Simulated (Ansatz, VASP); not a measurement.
## Bi in VASP and in Ansatz

```
Bi
1.0
     0.00000    2.36918    2.36918
     2.36918    0.00000    2.36918
     2.36918    2.36918    0.00000
Bi
1
Cartesian
  0.0000 0.0000 0.0000
```

Change from the starting cell: volume scaled by 0.9, PAW files.

Alike in both runs: task single point; functional LDA; k mesh 14 × 14 × 14; occupations fermi-dirac, width 0.1 eV; no spin polarisation.

|  | VASP | Ansatz |
| --- | --- | --- |
| version | VASP 6.6.1 | Ansatz 0.2.0 |
| potentials or method | VASP PAW LDA potentials, release 64 (Bi_d) | PAW with Ansatz's default frozen-core files, scalar-relativistic |
| plane-wave cutoff (eV) | 500 | 420 |
| valence electrons in the cell | 15 | 15 |

Ansatz gave:

- pressure (GPa): 8.3

**Question.** What did VASP give for the same quantities?

**Answer.** Pressure (GPa): 8.5.

LDA's correlation is that of Perdew and Zunger in VASP and of Perdew and Wang (1992) in Ansatz.

Neither program's run includes spin-orbit coupling.
